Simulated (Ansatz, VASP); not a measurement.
# LiCl in VASP and in Ansatz

```xyz
2
Lattice="0.0000 2.5560 2.5560 2.5560 0.0000 2.5560 2.5560 2.5560 0.0000" Properties=species:S:1:pos:R:3 pbc="T T T"
Li    0.0000    0.0000    0.0000
Cl    2.5560    2.5560    2.5560
```

Alike in both runs: task single point; functional PBE-based global hybrid; k mesh 4 × 4 × 4; no spin polarisation.

|  | VASP | Ansatz |
| --- | --- | --- |
| version | VASP 6.6.1 | Ansatz 0.2.0 |
| potentials or method | VASP PAW PBE potentials, release 64 (Li_sv, Cl) | plane waves |
| plane-wave cutoff (eV) | 520 | 420 |
| occupations | gaussian, width 0.01 eV | fixed |
| valence electrons in the cell | 10 | 10 |

```tsv
	VASP	Ansatz	Ansatz less VASP
gap on the k mesh at the Fermi level (eV)	9.85	9.81	-0.036
```

VASP's potentials were made for PBE, not for PBE-based global hybrid. Ansatz's warnings: stress exchange threshold loose, stress scf threshold loose.

The k mesh is coarse, so the values compare programs but aren't converged. Noted on VASP's run: the cutoff is short for stress, so the pressure is rough.
